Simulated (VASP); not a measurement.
# NaCl (Fm-3m) in VASP: a series of runs

NaCl is run at these levels: LDA; tasks: single point, relaxation of cell and atoms.

Everything below comes from runs of VASP 6.6.1. Logs are shortened: lines on timing, memory, paths and dates and some standing lists are left out, and cuts for length are marked.

**1. The cell of the first run**

It takes space group Fm-3m (No. 225, cubic). Conventional cell: a = 5.464 Å, b = 5.464 Å, c = 5.464 Å, α = 90.00°, β = 90.00°, γ = 90.00°. Within 3.6 Å of Na (site symmetry m-3m) lie 6 Cl at 2.73 Å. Cl (site symmetry m-3m) has 6 Na at 2.73 Å within 3.6 Å.

**2. Single point, LDA**

INCAR

```
PREC = Accurate
ENCUT = 520
EDIFF = 1E-6
ISMEAR = -1
SIGMA = 0.1
LREAL = F
LASPH = T
NELM = 100
ALGO = Normal
ISIF = 2
LWAVE = F
LCHARG = T
GGA = CA
LELF = T
LVHAR = T
NBANDS = 14
```

KPOINTS

```
Automatic mesh
0
Gamma
  14 14 14
```

POSCAR

```
NaCl
1.0
    0.0000000000      2.7321961667      2.7321961667
    2.7321961667      0.0000000000      2.7321961667
    2.7321961667      2.7321961667      0.0000000000
Na Cl
1 1
Direct
    0.0000000000      0.0000000000      0.0000000000
    0.5000000000      0.5000000000      0.5000000000
```

Potentials or basis: VASP PAW LDA potentials, release 64 (Na_pv, Cl).

On the command line:

```
$ cat potpaw_LDA.64/Na_pv/POTCAR potpaw_LDA.64/Cl/POTCAR > POTCAR
$ mpirun -np 1 vasp_std > vasp.out
```

OUTCAR:

```text
PREC = Accurate
   ENCUT = 520
   EDIFF = 1E-6
   ISMEAR = -1
   LREAL = F
   LASPH = T
   NELM = 100
   ISIF = 2
   GGA = CA

 ion  position               nearest neighbor table
   1  0.000  0.000  0.000-
   2  0.500  0.500  0.500-

  LATTYP: Found a face centered cubic cell.
 ALAT       =     5.4643923334

  Lattice vectors:

 A1 = (   0.0000000000,   2.7321961667,   2.7321961667)
 A2 = (   2.7321961667,   0.0000000000,   2.7321961667)
 A3 = (   2.7321961667,   2.7321961667,   0.0000000000)

Analysis of symmetry for initial positions (statically):
=====================================================================
 Subroutine PRICEL returns:
 Original cell was already a primitive cell.

 Routine SETGRP: Setting up the symmetry group for a
 face centered cubic supercell.

 Subroutine GETGRP returns: Found 48 space group operations
 (whereof 48 operations were pure point group operations)
 out of a pool of 48 trial point group operations.

The static configuration has the point symmetry O_h .

Analysis of symmetry for dynamics (positions and initial velocities):
=====================================================================
 Subroutine PRICEL returns:
 Original cell was already a primitive cell.

 Routine SETGRP: Setting up the symmetry group for a
 face centered cubic supercell.

 Subroutine GETGRP returns: Found 48 space group operations
 (whereof 48 operations were pure point group operations)
 out of a pool of 48 trial point group operations.

The dynamic configuration has the point symmetry O_h .

 Subroutine INISYM returns: Found 48 space group operations
 (whereof 48 operations are pure point group operations),
 and found     1 'primitive' translations

----------------------------------------------------------------------------------------

                                     Primitive cell

  volume of cell :      40.7911

  direct lattice vectors                    reciprocal lattice vectors
     0.000000000  2.732196167  2.732196167    -0.183002965  0.183002965  0.183002965
     2.732196167  0.000000000  2.732196167     0.183002965 -0.183002965  0.183002965
     2.732196167  2.732196167  0.000000000     0.183002965  0.183002965 -0.183002965

  length of vectors
     3.863908874  3.863908874  3.863908874     0.316970434  0.316970434  0.316970434

  position of ions in fractional coordinates (direct lattice)
     0.000000000  0.000000000  0.000000000
     0.500000000  0.500000000  0.500000000

  ion indices of the primitive-cell ions
   primitive index   ion index
                 1           1
                 2           2

----------------------------------------------------------------------------------------

 KPOINTS: Automatic mesh

Automatic generation of k-mesh.
 Grid dimensions read from file:
 generate k-points for:   14   14   14

 Generating k-lattice:

  Cartesian coordinates                     Fractional coordinates (reciprocal lattice)
    -0.013071640  0.013071640  0.013071640     0.071428571  0.000000000  0.000000000
     0.013071640 -0.013071640  0.013071640     0.000000000  0.071428571  0.000000000
     0.013071640  0.013071640 -0.013071640     0.000000000  0.000000000  0.071428571

  Length of vectors
     0.022640745  0.022640745  0.022640745

  Shift w.r.t. Gamma in fractional coordinates (k-lattice)
     0.000000000  0.000000000  0.000000000

 Subroutine IBZKPT returns following result:
 ===========================================

 Found    104 irreducible k-points:

 Following reciprocal coordinates:
            Coordinates               Weight
  0.000000  0.000000  0.000000      1.000000
  0.071429  0.000000  0.000000      8.000000
  0.142857  0.000000  0.000000      8.000000
  0.214286  0.000000  0.000000      8.000000
  0.285714  0.000000  0.000000      8.000000
  0.357143  0.000000  0.000000      8.000000
[... 16 lines left out ...]
  0.214286  0.142857  0.000000     24.000000
  0.285714  0.142857  0.000000     24.000000
 [... further k-points ...]
   k-points           NKPTS =    104   k-points in BZ     NKDIM =    104   number of bands    NBANDS=     14
   number of dos      NEDOS =    301   number of ions     NIONS =      2
   total plane-waves  NPLWV =  27000
   dimension x,y,z NGX =    30 NGY =   30 NGZ =   30
   dimension x,y,z NGXF=    60 NGYF=   60 NGZF=   60
   ions per type =               1   1
   NGX,Y,Z   is equivalent  to a cutoff of  12.91, 12.91, 12.91 a.u.
   NGXF,Y,Z  is equivalent  to a cutoff of  25.82, 25.82, 25.82 a.u.
 SYSTEM =  unknown system
   PREC   = accura    normal or accurate (medium, high low for compatibility)
   ISTART =      0    job   : 0-new  1-cont  2-samecut
   ICHARG =      2    charge: 1-file 2-atom 10-const
   ISPIN  =      1    spin polarized calculation?
   LNONCOLLINEAR =      F non collinear calculations
   LSORBIT =      F    spin-orbit coupling
   LASPH  =      T    aspherical Exc in radial PAW
   ENCUT  =  520.0 eV  38.22 Ry    6.18 a.u.   7.18  7.18  7.18*2*pi/ulx,y,z
   NELM   =    100;   NELMIN=  2; NELMDL= -5     # of ELM steps
   EDIFF  = 0.1E-05   stopping-criterion for ELM
   LREAL  =      F    real-space projection
   EDIFFG = 0.1E-04   stopping-criterion for IOM
   NSW    =      0    number of steps for IOM
   IBRION =     -1    ionic relax: 0-MD 1-quasi-New 2-CG
   NFREE  =      0    steps in history (QN), initial steepest desc. (CG)
   ISIF   =      2    stress and relaxation
   ISYM   =      2    0-nonsym 1-usesym 2-fastsym
   POTIM  = 0.5000    time-step for ionic-motion
   TEBEG  =    0.0;   TEEND  =   0.0 temperature during run
   PSTRESS=    0.0 pullay stress
   NELECT =      14.0000    total number of electrons
   NUPDOWN=      -1.0000    fix difference up-down
   EMIN   =  10.00;   EMAX   =-10.00  energy-range for DOS
   EFERMI =   0.00;   METHOD = LEGACY
   ISMEAR =    -1;   SIGMA  =   0.10  broadening in eV -4-tet -1-fermi 0-gaus
   EFERMI_NEDOS =   21; number of points for ismear=-14 and -15
   IALGO  =     38    algorithm
   IMIX   =      4    mixing-type and parameters
     AMIX     =   0.40;   BMIX     =  1.00
     AMIX_MAG =   1.60;   BMIX_MAG =  1.00
  volume/ion in A,a.u.               =      20.40       137.64
  Fermi-wavevector in a.u.,A,eV,Ry     =   1.146205  2.166013 17.875142  1.313786
  Thomas-Fermi vector in A             =   2.282890
   LORBIT       =      0    0 simple, 1 ext, 2 COOP (PROOUT), +10 PAW based schemes
   GGA     = CA    functional components
   LHFCALC =     F    Hartree Fock is set to
   AEXX    =    0.0000 exact exchange contribution
   IVDW    =     0    specifies the selected vdW correction
   LEPSILON=     F    determine dielectric tensor
   LRPA    =     F    only Hartree local field effects (RPA)
 non-spin polarized calculation
  energy-cutoff  :      520.00
  volume of cell :       40.79
 maximum number of plane-waves:      1117
 NGX is ok and might be reduce to    30
   NGX = 15   NGY = 15   NGZ = 15

 number of electron      13.9999993 magnetization

 Free energy of the ion-electron system (eV)
  ---------------------------------------------------
  ext. energy  EPLUGINS =         0.00000000
  ---------------------------------------------------
  free energy    TOTEN  =        -7.38919445 eV

  energy without entropy =       -7.38919445  energy(sigma->0) =       -7.38919445

 E-fermi :   1.8748     XC(G=0):  -9.1378

 val. band max:       -0.3578244994   @ k =   0.0000   0.0000   0.0000
 cond. band min:       4.7227428911   @ k =   0.0000   0.0000   0.0000
 fundamental gap:      5.0805673905
 Fermi energy:         1.8747936488

 k-point     1 :       0.0000    0.0000    0.0000
  band No.  band energies     occupation
      1     -20.9861      2.00000
      2     -20.9861      2.00000
      3     -20.9861      2.00000
      4     -13.1816      2.00000
      5      -0.3578      2.00000
      6      -0.3578      2.00000
      7      -0.3578      2.00000
      8       4.7227      0.00000
      9      10.5716      0.00000
     10      10.5716      0.00000
     11      10.5716      0.00000
     12      12.9291      0.00000
     13      12.9291      0.00000
     14      14.4570      0.00000

 k-point     2 :       0.0714    0.0000    0.0000
  band No.  band energies     occupation
      1     -20.9885      2.00000
      2     -20.9863      2.00000
      3     -20.9863      2.00000
      4     -13.1599      2.00000
      5      -0.5212      2.00000
      6      -0.3756      2.00000
      7      -0.3756      2.00000
      8       4.9208      0.00000
      9      10.3430      0.00000
     10      10.6518      0.00000
     11      10.6518      0.00000
     12      12.8202      0.00000
     13      12.8202      0.00000
     14      14.8754      0.00000

 k-point     3 :       0.1429    0.0000    0.0000
  band No.  band energies     occupation
      1     -20.9954      2.00000
      2     -20.9867      2.00000
      3     -20.9867      2.00000
      4     -13.0982      2.00000
      5      -0.9312      2.00000
      6      -0.4248      2.00000
      7      -0.4248      2.00000
      8       5.4177      0.00000
      9       9.9072      0.00000
     10      10.8413      0.00000
     11      10.8413      0.00000
     12      12.6381      0.00000
     13      12.6381      0.00000
     14      15.6737      0.00000

 k-point     4 :       0.2143    0.0000    0.0000
  band No.  band energies     occupation
      1     -21.0052      2.00000
      2     -20.9874      2.00000
      3     -20.9874      2.00000
      4     -13.0068      2.00000
      5      -1.4411      2.00000
      6      -0.4939      2.00000
      7      -0.4939      2.00000
      8       6.0033      0.00000
      9       9.6014      0.00000
     10      10.9620      0.00000
     11      10.9620      0.00000
     12      12.7039      0.00000
     13      12.7039      0.00000
     14      15.7198      0.00000

 k-point     5 :       0.2857    0.0000    0.0000
  band No.  band energies     occupation
      1     -21.0160      2.00000
      2     -20.9881      2.00000
      3     -20.9881      2.00000
      4     -12.9022      2.00000
      5      -1.9357      2.00000
      6      -0.5681      2.00000
      7      -0.5681      2.00000
      8       6.4520      0.00000
      9       9.6306      0.00000
     10      10.8793      0.00000
     11      10.8793      0.00000
[... 276 lines left out ...]
 k-point    22 :       0.1429    0.1429    0.0000
  band No.  band energies     occupation
      1     -20.9948      2.00000
      2     -20.9885      2.00000
      3     -20.9885      2.00000
      4     -13.0735      2.00000
      5      -0.9617      2.00000
      6      -0.5121      2.00000
      7      -0.5121      2.00000
      8       5.6517      0.00000
      9       9.4743      0.00000
     10      11.1299      0.00000
     11      11.1299      0.00000
     12      11.7235      0.00000
     13      13.2327      0.00000
     14      16.3347      0.00000

 k-point    23 :       0.2143    0.1429    0.0000
  band No.  band energies     occupation
      1     -21.0007      2.00000
      2     -20.9896      2.00000
      3     -20.9892      2.00000
      4     -13.0088      2.00000
      5      -1.2843      2.00000
      6      -0.5873      2.00000
      7      -0.5821      2.00000
      8       6.1294      0.00000
      9       9.1231      0.00000
     10      11.0567      0.00000
     11      11.3795      0.00000
     12      11.6929      0.00000
     13      13.3916      0.00000
     14      17.0067      0.00000

 k-point    24 :       0.2857    0.1429    0.0000
  band No.  band energies     occupation
      1     -21.0092      2.00000
      2     -20.9906      2.00000
      3     -20.9898      2.00000
      4     -12.9223      2.00000
      5      -1.6814      2.00000
      6      -0.6739      2.00000
      7      -0.6634      2.00000
      8       6.6635      0.00000
      9       8.9527      0.00000
     10      10.6009      0.00000
     11      11.4601      0.00000
     12      12.2742      0.00000
     13      13.7869      0.00000
     14      16.8732      0.00000

 [... further k-points ...]

------------------------ aborting loop because EDIFF is reached ----------------------------------------

  FORCE on cell =-STRESS in cart. coord.  units (eV):
  Direction    XX          YY          ZZ          XY          YZ          ZX
  --------------------------------------------------------------------------------------
  -------------------------------------------------------------------------------------
  Total        0.0076978      0.0076978      0.0076978      0.0000000      0.0000000      0.0000000
  in kB        0.3023498      0.3023498      0.3023498      0.0000000      0.0000000      0.0000000
  external PRESSURE =       0.3023498 kB  Pullay stress =       0.0000000 kB

 VOLUME and BASIS-vectors are now :
 -----------------------------------------------------------------------------
  energy-cutoff  :      520.00
  volume of cell :       40.79
      direct lattice vectors                 reciprocal lattice vectors
     0.000000000  2.732196167  2.732196167    -0.183002965  0.183002965  0.183002965
     2.732196167  0.000000000  2.732196167     0.183002965 -0.183002965  0.183002965
     2.732196167  2.732196167  0.000000000     0.183002965  0.183002965 -0.183002965

 POSITION                                       TOTAL-FORCE (eV/Angst)
 -----------------------------------------------------------------------------------
      0.00000      0.00000      0.00000        -0.000000     -0.000000     -0.000000
      2.73220      2.73220      2.73220         0.000000      0.000000      0.000000
 -----------------------------------------------------------------------------------
    total drift:                               -0.000000      0.000000      0.000000

  FREE ENERGIE OF THE ION-ELECTRON SYSTEM (eV)
  ---------------------------------------------------
  free  energy   TOTEN  =        -7.3891944481 eV

  energy  without entropy=       -7.3891944481  energy(sigma->0) =       -7.38919445
```

Run time: 52 s. Hardware: 1 thread of Oxide Virtual Turin-like, shared host; peak memory 0.14 GiB.

What came out:

```yaml
Free_energy: -7.3892 eV
Pressure: 0.0 GPa
Band_gap_on_the_k_mesh: 5.08 eV, direct
```

A k mesh can miss the band edges.

[end of part 1 of 2]
